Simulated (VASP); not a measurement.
# Fe (Fm-3m) in VASP: notebook

Fe is run at these levels: r2SCAN; tasks: single point.

Everything below comes from runs of VASP 6.6.1. Logs are shortened: lines on timing, memory, paths and dates and some standing lists are left out, and cuts for length are marked.

**1. The cell of the first run**

The structure is cubic, space group Fm-3m (No. 225). The conventional cell has a = 3.569 Å, b = 3.569 Å, c = 3.569 Å, α = 90.00°, β = 90.00°, γ = 90.00°. Within 3.3 Å of Fe (site symmetry m-3m) lie 12 Fe at 2.52 Å.

This isn't the form of Fe at room conditions, which is bcc.

**2. Single point, r2SCAN, collinear spin, ferromagnetic start**

The input, POSCAR:

```
Fe
1.0
    0.0000000000      1.7845000000      1.7845000000
    3.5690000000      0.0000000000      3.5690000000
    1.7845000000      1.7845000000      0.0000000000
Fe
2
Direct
    0.0000000000      0.0000000000      0.0000000000
    0.0000000000      0.5000000000      0.0000000000
```

The input, INCAR.step1:

```
PREC = Accurate ; ENCUT = 520
ISMEAR = -1 ; SIGMA = 0.1
LREAL = F ; LASPH = T
NELM = 150 ; ISPIN = 2
MAGMOM = 3.13 3.13 ; LMAXMIX = 4
NBANDS = 19 ; GGA = PE
ALGO = Normal ; EDIFF = 1E-4
LWAVE = T ; LCHARG = F
```

The input, INCAR.step2:

```
PREC = Accurate ; ENCUT = 520
EDIFF = 1E-7 ; ISMEAR = -1
SIGMA = 0.1 ; LREAL = F
LASPH = T ; NELM = 150
ALGO = Normal ; ISIF = 2
LWAVE = F ; LCHARG = F
ISPIN = 2 ; MAGMOM = 3.13 3.13
LORBIT = 11 ; LMAXMIX = 4
METAGGA = R2SCAN ; LMIXTAU = T
NBANDS = 19 ; ISTART = 1
```

The input, KPOINTS:

```
Automatic mesh
0
Gamma
  12 6 12
```

Potentials or basis: VASP PAW PBE potentials, release 64 (Fe).

Launch:

```console
$ cat potpaw_PBE.64/Fe/POTCAR > POTCAR
$ cp INCAR.step1 INCAR
$ mpirun -np 1 vasp_std > vasp.out
$ cp INCAR.step2 INCAR
$ mpirun -np 1 vasp_std > vasp.out
```

OUTCAR:

```text
PREC = Accurate
   ENCUT = 520
   EDIFF = 1E-7
   ISMEAR = -1
   LREAL = F
   LASPH = T
   NELM = 150
   ISIF = 2
   ISPIN = 2
   LORBIT = 11
   METAGGA = R2SCAN
   ISTART = 1

 ion  position               nearest neighbor table
   1  0.000  0.000  0.000-   2 2.52   2 2.52   2 2.52   2 2.52   2 2.52   2 2.52
   2  0.000  0.500  0.000-   1 2.52   1 2.52   1 2.52   1 2.52   1 2.52   1 2.52

  LATTYP: Found a trigonal (rhomboedric) cell.
 ALAT       =     4.3711144460
 COS(alpha) =     0.8333333333

  Lattice vectors:

 A1 = (   1.7845000000,  -3.5690000000,   1.7845000000)
 A2 = (   3.5690000000,  -1.7845000000,   1.7845000000)
 A3 = (   1.7845000000,  -1.7845000000,   3.5690000000)

Analysis of symmetry for initial positions (statically):
=====================================================================
 Subroutine PRICEL returns following result:

  LATTYP: Found a face centered cubic cell.
 ALAT       =     3.5690000000
[... 12 lines left out ...]
 Subroutine GETGRP returns: Found 12 space group operations
 (whereof 12 operations were pure point group operations)
 out of a pool of 12 trial point group operations.

The static configuration has the point symmetry D_3d.

Analysis of symmetry for dynamics (positions and initial velocities):
=====================================================================
 Subroutine PRICEL returns following result:

  LATTYP: Found a face centered cubic cell.
 ALAT       =     3.5690000000
[... 12 lines left out ...]
 Subroutine GETGRP returns: Found 12 space group operations
 (whereof 12 operations were pure point group operations)
 out of a pool of 12 trial point group operations.

The dynamic configuration has the point symmetry D_3d.

Analysis of structural, dynamic, and magnetic symmetry:
=====================================================================
 Subroutine PRICEL returns following result:

  LATTYP: Found a face centered cubic cell.
 ALAT       =     3.5690000000
[... 12 lines left out ...]
 Subroutine GETGRP returns: Found 12 space group operations
 (whereof 12 operations were pure point group operations)
 out of a pool of 12 trial point group operations.

The overall configuration has the point symmetry D_3d.

 Subroutine INISYM returns: Found 12 space group operations
 (whereof 12 operations are pure point group operations),
 and found     2 'primitive' translations

----------------------------------------------------------------------------------------

                                     Primitive cell

  volume of cell :      11.3653

  direct lattice vectors                    reciprocal lattice vectors
     0.000000000  1.784500000  1.784500000    -0.280190530  0.280190530  0.280190530
     1.784500000  0.000000000  1.784500000     0.280190530 -0.280190530  0.280190530
     1.784500000  1.784500000  0.000000000     0.280190530  0.280190530 -0.280190530

  length of vectors
     2.523664102  2.523664102  2.523664102     0.485304233  0.485304233  0.485304233

  position of ions in fractional coordinates (direct lattice)
     0.000000000  0.000000000  0.000000000

  ion indices of the primitive-cell ions
   primitive index   ion index
                 1           1

----------------------------------------------------------------------------------------

 KPOINTS: Automatic mesh

Automatic generation of k-mesh.
 Grid dimensions read from file:
 generate k-points for:   12    6   12

 Generating k-lattice:

  Cartesian coordinates                     Fractional coordinates (reciprocal lattice)
    -0.023349211  0.023349211  0.023349211     0.083333333  0.000000000  0.000000000
     0.023349211 -0.023349211  0.023349211     0.000000000  0.166666667  0.000000000
     0.023349211  0.023349211 -0.023349211     0.000000000  0.000000000  0.083333333
[... 19 lines left out ...]
|        The reciprocal lattice is rhombohedral (trigonal),                   |
|        whereas your k-lattice is body-centered cubic.                       |
|                                                                             |
|     Results are often still useful ...                                      |
|                                                                             |
 -----------------------------------------------------------------------------

 Subroutine IBZKPT returns following result:
 ===========================================

 Found     98 irreducible k-points:

 Following reciprocal coordinates:
            Coordinates               Weight
  0.000000  0.000000  0.000000      1.000000
  0.083333  0.000000  0.000000      6.000000
  0.166667  0.000000  0.000000      6.000000
  0.250000  0.000000  0.000000      6.000000
  0.333333  0.000000  0.000000      6.000000
  0.416667  0.000000  0.000000      6.000000
[... 16 lines left out ...]
  0.250000  0.333333  0.000000      6.000000
  0.333333  0.333333  0.000000      6.000000
 [... further k-points ...]
   k-points           NKPTS =     98   k-points in BZ     NKDIM =     98   number of bands    NBANDS=     19
   number of dos      NEDOS =    301   number of ions     NIONS =      2
   total plane-waves  NPLWV =  16000
   dimension x,y,z NGX =    20 NGY =   40 NGZ =   20
   dimension x,y,z NGXF=    40 NGYF=   80 NGZF=   40
   ions per type =               2
   NGX,Y,Z   is equivalent  to a cutoff of  13.17, 13.17, 13.17 a.u.
   NGXF,Y,Z  is equivalent  to a cutoff of  26.35, 26.35, 26.35 a.u.
 SYSTEM =  unknown system
   PREC   = accura    normal or accurate (medium, high low for compatibility)
   ISTART =      1    job   : 0-new  1-cont  2-samecut
   ICHARG =      0    charge: 1-file 2-atom 10-const
   ISPIN  =      2    spin polarized calculation?
   LNONCOLLINEAR =      F non collinear calculations
   LSORBIT =      F    spin-orbit coupling
   LASPH  =      T    aspherical Exc in radial PAW
   ENCUT  =  520.0 eV  38.22 Ry    6.18 a.u.   4.69  9.38  4.69*2*pi/ulx,y,z
   NELM   =    150;   NELMIN=  2; NELMDL=  0     # of ELM steps
   EDIFF  = 0.1E-06   stopping-criterion for ELM
   LREAL  =      F    real-space projection
   EDIFFG = 0.1E-05   stopping-criterion for IOM
   NSW    =      0    number of steps for IOM
   IBRION =     -1    ionic relax: 0-MD 1-quasi-New 2-CG
   NFREE  =      0    steps in history (QN), initial steepest desc. (CG)
   ISIF   =      2    stress and relaxation
   ISYM   =      2    0-nonsym 1-usesym 2-fastsym
   POTIM  = 0.5000    time-step for ionic-motion
   TEBEG  =    0.0;   TEEND  =   0.0 temperature during run
   PSTRESS=    0.0 pullay stress
   NELECT =      16.0000    total number of electrons
   NUPDOWN=      -1.0000    fix difference up-down
   EMIN   =  10.00;   EMAX   =-10.00  energy-range for DOS
   EFERMI =   0.00;   METHOD = LEGACY
   ISMEAR =    -1;   SIGMA  =   0.10  broadening in eV -4-tet -1-fermi 0-gaus
   EFERMI_NEDOS =   21; number of points for ismear=-14 and -15
   IALGO  =     38    algorithm
   IMIX   =      4    mixing-type and parameters
     AMIX     =   0.40;   BMIX     =  1.00
     AMIX_MAG =   1.60;   BMIX_MAG =  1.00
  volume/ion in A,a.u.               =      11.37        76.70
  Fermi-wavevector in a.u.,A,eV,Ry     =   1.456280  2.751971 28.854583  2.120752
  Thomas-Fermi vector in A             =   2.573217
   LORBIT       =     11    0 simple, 1 ext, 2 COOP (PROOUT), +10 PAW based schemes
   METAGGA = R2SCAN    functional components
   LHFCALC =     F    Hartree Fock is set to
   AEXX    =    0.0000 exact exchange contribution
   IVDW    =     0    specifies the selected vdW correction
   LEPSILON=     F    determine dielectric tensor
   LRPA    =     F    only Hartree local field effects (RPA)
 spin polarized calculation
  energy-cutoff  :      520.00
  volume of cell :       22.73
 maximum number of plane-waves:       633
   NGX =  9   NGY = 19   NGZ =  9

 number of electron      15.9999992 magnetization       5.4660299

 Free energy of the ion-electron system (eV)
  ---------------------------------------------------
  ext. energy  EPLUGINS =         0.00000000
  ---------------------------------------------------
  free energy    TOTEN  =       -28.48989996 eV

  energy without entropy =      -28.43868631  energy(sigma->0) =      -28.46429314

 E-fermi :   6.2310     XC(G=0): -14.2299

 val. band max:        6.1845682167   @ k =  -0.0833   0.3333   0.0833
 cond. band min:       6.2322792534   @ k =  -0.4167   0.0000   0.1667
 fundamental gap:      0.0477110366
 Fermi energy:         6.2310023629

 spin component 1

 k-point     1 :       0.0000    0.0000    0.0000
  band No.  band energies     occupation
      1      -2.9528      1.00000
      2       0.3626      1.00000
      3       2.6224      1.00000
      4       2.6224      1.00000
      5       2.8195      1.00000
      6       2.8195      1.00000
[... 517 lines left out ...]
     18      26.5114      0.00000
     19      28.2802      0.00000

 [... further k-points ...]

 spin component 2

 k-point     1 :       0.0000    0.0000    0.0000
  band No.  band energies     occupation
      1      -3.3887      1.00000
      2       2.1127      1.00000
      3       5.4087      0.99973
      4       6.2532      0.44477
      5       6.2532      0.44474
      6       6.2532      0.44469
[... 517 lines left out ...]
     18      27.8499      0.00000
     19      29.0460      0.00000

 [... further k-points ...]

------------------------ aborting loop because EDIFF is reached ----------------------------------------

  FORCE on cell =-STRESS in cart. coord.  units (eV):
  Direction    XX          YY          ZZ          XY          YZ          ZX
  --------------------------------------------------------------------------------------
  -------------------------------------------------------------------------------------
  Total        1.7710254      1.7710254      1.7710254      0.0000868      0.0000868     -0.0000868
  in kB      124.8319398    124.8319398    124.8319398      0.0061148      0.0061148     -0.0061148
  external PRESSURE =     124.8319398 kB  Pullay stress =       0.0000000 kB

 VOLUME and BASIS-vectors are now :
 -----------------------------------------------------------------------------
  energy-cutoff  :      520.00
  volume of cell :       22.73
      direct lattice vectors                 reciprocal lattice vectors
     0.000000000  1.784500000  1.784500000    -0.280190530  0.280190530  0.280190530
     3.569000000  0.000000000  3.569000000     0.140095265 -0.140095265  0.140095265
     1.784500000  1.784500000  0.000000000     0.280190530  0.280190530 -0.280190530

 POSITION                                       TOTAL-FORCE (eV/Angst)
 -----------------------------------------------------------------------------------
      0.00000      0.00000      0.00000         0.000000      0.000000      0.000000
      1.78450      0.00000      1.78450         0.000000     -0.000000      0.000000
 -----------------------------------------------------------------------------------
    total drift:                               -0.000000      0.000000     -0.000000

  FREE ENERGIE OF THE ION-ELECTRON SYSTEM (eV)
  ---------------------------------------------------
  free  energy   TOTEN  =       -28.4898999583 eV

  energy  without entropy=      -28.4386863123  energy(sigma->0) =      -28.46429314

 total charge

# of ion       s       p       d       tot
------------------------------------------
    1        0.506   0.583   6.186   7.276
    2        0.506   0.583   6.186   7.276
--------------------------------------------------
tot          1.012   1.167  12.372  14.551

 magnetization (x)

# of ion       s       p       d       tot
------------------------------------------
    1       -0.011  -0.091   2.872   2.770
    2       -0.011  -0.091   2.872   2.770
--------------------------------------------------
tot         -0.023  -0.183   5.744   5.539
```

Wall time 4.6 min (1 thread of Intel Xeon Platinum 8488C (Sapphire Rapids), shared host); peak memory 0.2 GiB.

Results:

```yaml
Free_energy: -28.4899 eV
Pressure: 12.5 GPa
Net_moment: 5.47 μB per cell
Site_moments: Fe +2.77 μB
Valence_electrons_inside_the_program's_atomic_spheres: Fe 7.28
```

Levels at points of the mesh, in eV from the Fermi level:
Spin up:
```csv
k point,band 7,band 8,band 9,band 10,band 11,band 12,band 13,band 14,band 15,band 16
"(0.00, 0.00, 0.00)",-3.41,-2.40,-2.40,-1.36,-1.36,-0.39,6.15,21.54,23.00,25.07
"(0.50, 0.00, 0.00)",-1.36,-1.36,-1.04,-1.04,-0.39,2.45,6.15,9.58,14.87,14.87
"(0.00, 0.50, 0.00)",-3.26,-3.26,-2.19,-2.19,-2.19,-2.19,14.69,14.69,23.20,23.20
"(0.50, 0.50, 0.00)",-2.61,-2.61,-1.28,-1.28,2.21,2.21,8.77,8.77,14.76,14.76
```
Spin down:
```
           k point  band 1  band 2  band 3  band 4  band 5  band 6  band 7  band 8  band 9  band 10
(0.00, 0.00, 0.00)   -9.62   -4.12   -0.82    0.02    0.02    0.02    0.17    0.17    2.14     2.14
(0.50, 0.00, 0.00)   -4.12   -3.69   -2.88   -0.82    0.17    0.17    2.29    2.89    2.89     2.92
(0.00, 0.50, 0.00)   -7.21   -7.21   -0.90   -0.90    0.40    0.40    0.40    0.40    2.11     2.11
(0.50, 0.50, 0.00)   -3.25   -3.25   -2.19   -2.19   -0.48   -0.48    1.41    1.41    2.96     2.96
```

Caveat: the cell stands under pressure; the PAW data sets were made with another functional, which shifts forces and pressure a little.

**3. Single point, r2SCAN, collinear spin, antiferromagnetic start**

POSCAR is that of step 2.

INCAR.step1: that of step 2 with these lines changed.

```diff
@@ -4,3 +4,3 @@
 NELM = 150 ; ISPIN = 2
-MAGMOM = 3.13 3.13 ; LMAXMIX = 4
+MAGMOM = 4 -4 ; LMAXMIX = 4
 NBANDS = 19 ; GGA = PE
```

The input, INCAR.step2:

```
PREC = Accurate ; ENCUT = 520
EDIFF = 1E-6 ; ISMEAR = -1
SIGMA = 0.1 ; LREAL = F
LASPH = T ; NELM = 150
ALGO = Normal ; ISIF = 2
LWAVE = F ; LCHARG = T
ISPIN = 2 ; MAGMOM = 4 -4
LORBIT = 11 ; LMAXMIX = 4
METAGGA = R2SCAN ; LMIXTAU = T
LELF = T ; LVHAR = T
NBANDS = 19 ; ISTART = 1
```

KPOINTS is that of step 2.

Potentials or basis: VASP PAW PBE potentials, release 64 (Fe).

Launch:

```console
$ cat potpaw_PBE.64/Fe/POTCAR > POTCAR
$ cp INCAR.step1 INCAR
$ mpirun -np 1 vasp_std > vasp.out
$ cp INCAR.step2 INCAR
$ mpirun -np 1 vasp_std > vasp.out
```

OUTCAR:

```text
PREC = Accurate
   ENCUT = 520
   EDIFF = 1E-6
   ISMEAR = -1
   LREAL = F
   LASPH = T
   NELM = 150
   ISIF = 2
   ISPIN = 2
   LORBIT = 11
   METAGGA = R2SCAN
   ISTART = 1

 ion  position               nearest neighbor table
   1  0.000  0.000  0.000-   2 2.52   2 2.52   2 2.52   2 2.52   2 2.52   2 2.52
   2  0.000  0.500  0.000-   1 2.52   1 2.52   1 2.52   1 2.52   1 2.52   1 2.52

  LATTYP: Found a trigonal (rhomboedric) cell.
 ALAT       =     4.3711144460
 COS(alpha) =     0.8333333333

[... 1321 lines left out ...]
  external PRESSURE =      32.2314032 kB  Pullay stress =       0.0000000 kB

 VOLUME and BASIS-vectors are now :
 -----------------------------------------------------------------------------
  energy-cutoff  :      520.00
  volume of cell :       22.73
      direct lattice vectors                 reciprocal lattice vectors
     0.000000000  1.784500000  1.784500000    -0.280190530  0.280190530  0.280190530
     3.569000000  0.000000000  3.569000000     0.140095265 -0.140095265  0.140095265
     1.784500000  1.784500000  0.000000000     0.280190530  0.280190530 -0.280190530

 POSITION                                       TOTAL-FORCE (eV/Angst)
 -----------------------------------------------------------------------------------
      0.00000      0.00000      0.00000        -0.000000     -0.000000     -0.000000
      1.78450      0.00000      1.78450         0.000000      0.000000      0.000000
 -----------------------------------------------------------------------------------
    total drift:                                0.000000      0.000000      0.000000

  FREE ENERGIE OF THE ION-ELECTRON SYSTEM (eV)
  ---------------------------------------------------
  free  energy   TOTEN  =       -27.9155958912 eV

  energy  without entropy=      -27.8306600381  energy(sigma->0) =      -27.87312796

 total charge

# of ion       s       p       d       tot
------------------------------------------
    1        0.509   0.597   6.166   7.271
    2        0.509   0.597   6.166   7.271
--------------------------------------------------
tot          1.018   1.193  12.332  14.542

 magnetization (x)

# of ion       s       p       d       tot
------------------------------------------
    1        0.015   0.022   2.483   2.521
    2       -0.015  -0.022  -2.483  -2.521
--------------------------------------------------
tot          0.000   0.000   0.000   0.000
```

OUTCAR.step1:

```text
PREC = Accurate
   ENCUT = 520
   ISMEAR = -1
   LREAL = F
   LASPH = T
   NELM = 150
[... 1345 lines left out ...]
 -----------------------------------------------------------------------------------
      0.00000      0.00000      0.00000         0.000000      0.000000      0.000000
      1.78450      0.00000      1.78450        -0.000000     -0.000000      0.000000
 -----------------------------------------------------------------------------------
    total drift:                                0.000000     -0.000000     -0.000000

  FREE ENERGIE OF THE ION-ELECTRON SYSTEM (eV)
  ---------------------------------------------------
  free  energy   TOTEN  =       -16.1614897888 eV

  energy  without entropy=      -16.0436652940  energy(sigma->0) =      -16.10257754
```

OSZICAR.step1:

```text
N       E                     dE             d eps       ncg     rms          rms(c)
DAV:   1     0.762737897570E+02    0.76274E+02   -0.71146E+03  8040   0.109E+03
DAV:   2    -0.147359504356E+02   -0.91010E+02   -0.79347E+02  7490   0.202E+02
DAV:   3    -0.182345233247E+02   -0.34986E+01   -0.33105E+01  8262   0.514E+01
DAV:   4    -0.182620649409E+02   -0.27542E-01   -0.27525E-01  8517   0.422E+00
DAV:   5    -0.182623701146E+02   -0.30517E-03   -0.30517E-03  8415   0.422E-01    0.181E+01
DAV:   6    -0.162641081849E+02    0.19983E+01   -0.65516E+00  8109   0.554E+01    0.773E+00
DAV:   7    -0.161791637449E+02    0.84944E-01   -0.80545E-01  9216   0.149E+01    0.461E+00
DAV:   8    -0.161694073846E+02    0.97564E-02   -0.18620E-02  9181   0.159E+00    0.131E+00
DAV:   9    -0.161615683006E+02    0.78391E-02   -0.88276E-03 11543   0.193E+00    0.580E-01
DAV:  10    -0.161610755201E+02    0.49278E-03   -0.36130E-03 11534   0.100E+00    0.309E-01
DAV:  11    -0.161614133543E+02   -0.33783E-03   -0.80624E-04  8473   0.569E-01    0.211E-01
DAV:  12    -0.161614897888E+02   -0.76434E-04   -0.20244E-04  4888   0.235E-01
   1 F= -.16161490E+02 E0= -.16102578E+02  d E =-.117824E+00  mag=     0.0000
```

Run time: 4.6 min. Hardware: 1 thread of Intel Xeon Platinum 8488C (Sapphire Rapids), shared host; peak memory 0.2 GiB.

Results:

```
Free energy                                           : -27.9156 eV
Pressure                                              : 3.2 GPa
Band gap on the k mesh                                : zero (filled and empty bands overlap)
Net moment                                            : 0.00 μB per cell
Site moments                                          : Fe +2.52, -2.52 μB
Valence electrons inside the program's atomic spheres : Fe 7.27
```

Stress tensor (GPa, compression positive):
```
 3.22 -5.20  5.20
-5.20  3.22 -5.20
 5.20 -5.20  3.22
```

Caveat: the cell stands under pressure; the antiferromagnetic order is the one typed at the start, and another may lie lower; the PAW data sets were made with another functional, which shifts forces and pressure a little.

The gap in the log of VASP goes by the Fermi energy; the results here count the filled bands.